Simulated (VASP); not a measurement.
A run of VASP 6.6.1 is set up as follows.

INCAR

```
PREC = Accurate ; ENCUT = 520
EDIFF = 1E-6 ; ISMEAR = -1
SIGMA = 0.05 ; LREAL = False
LASPH = True ; NELM = 150
ALGO = Normal ; ISIF = 2
LWAVE = False ; LCHARG = True
ISPIN = 2 ; MAGMOM = 2.579 2.579
LORBIT = 11 ; LMAXMIX = 4
GGA = PE ; LELF = True
LVHAR = True ; NBANDS = 19
```

Contents of KPOINTS:

```
Automatic mesh
0
Gamma
  16 16 8
```

The input POSCAR:

```
Fe
1.0
    2.4836307218      0.0000000000      0.0000000000
   -1.2418153609      2.1508872987      0.0000000000
    0.0000000000      0.0000000000      4.3154168948
Fe
2
Direct
    0.3333333333      0.6666666667      0.2500000000
    0.6666666667      0.3333333333      0.7500000000
```

Potentials or basis: VASP PAW PBE potentials, release 64 (Fe).

Launch:

```console
$ cat potpaw_PBE.64/Fe/POTCAR > POTCAR
$ mpirun -np 1 vasp_std > vasp.out
```

What does it give for the net moment?

5.00 μB per cell.

Estimate the site moments.

Fe +2.48 μB.

Estimate the pressure.

7.5 GPa.

Stress tensor (GPa, compression positive):
```
7.66 0.00 0.00
0.00 7.66 0.00
0.00 0.00 7.29
```
